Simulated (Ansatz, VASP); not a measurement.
**One calculation of I, two programs**

```
CELL_PARAMETERS angstrom
-1.56688 1.56688 4.54459
1.56688 -1.56688 4.54459
1.56688 1.56688 -4.54459
ATOMIC_POSITIONS crystal
I 0.00000 0.00000 0.00000
```

Alike in both runs: task single point; functional LDA; k mesh 22 × 22 × 22; occupations gaussian, width 0.15 eV; no spin polarisation.

```csv
,VASP,Ansatz
version,VASP 6.6.1,Ansatz 0.2.0
potentials or method,"VASP PAW LDA potentials, release 64 (I), cutoff 520 eV","scalar-relativistic, plane waves, PAW"
valence electrons in the cell,7,17
```

|  | VASP | Ansatz | Ansatz less VASP |
| --- | --- | --- | --- |
| gap on the k mesh at the Fermi level (eV) | none | none | - |
| pressure (GPa) | 0.2 | 0.2 | -0.01 |
| traceless stress, the component that is largest in VASP (GPa) | -1.19 | -1.17 | +0.021 |

LDA's correlation is that of Perdew and Zunger in VASP and of Perdew and Wang (1992) in Ansatz. A gap of «none» marks a metal or a gap that the smearing closes. VASP's potentials hold 7 valence electrons a cell and Ansatz's 17, so a difference there can come from the potentials and not from the codes.

Spin-orbit coupling is off throughout.
